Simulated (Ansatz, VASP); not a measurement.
Ga3As2P: VASP beside Ansatz

```
Ga P As
1.0
    -2.00381    2.00381    8.48227
     2.00381   -2.00381    8.48227
     2.00381    2.00381   -8.48227
Ga P As
3 1 2
Direct
  0.00000 0.00000 0.00000
  0.67071 0.67071 0.00000
  0.32929 0.32929 0.00000
  0.75000 0.25000 0.50000
  0.41468 0.91468 0.50000
  0.08532 0.58532 0.50000
```

Alike in both runs: functional PBE; k mesh 6 × 6 × 6; occupations gaussian, width 0.1 eV; no spin polarisation.

Ansatz relaxed the structure, and its values are those at the end. VASP's run is a single point on that final structure, the one shown.

|  | VASP | Ansatz |
| --- | --- | --- |
| version | VASP 6.6.1 | Ansatz 0.2.0 |
| potentials or method | VASP PAW PBE potentials, release 64 (Ga_d, P, As), cutoff 520 eV | scalar-relativistic, plane waves, PAW |
| valence electrons in the cell | 54 | 74 |

|  | VASP | Ansatz | Ansatz less VASP |
| --- | --- | --- | --- |
| gap on the k mesh at the Fermi level (eV) | 0.59 | 0.59 | 0.000 |
| least direct gap on the mesh (eV) | 0.59 | 0.59 | 0.000 |
| pressure (GPa) | 0.1 | 0.0 | -0.12 |
| rms of the force components (eV/Å) | 0.005 | 0.000 | -0.0047 |

VASP's potentials hold 54 valence electrons a cell and Ansatz's 74, so a difference there can come from the potentials and not from the codes.
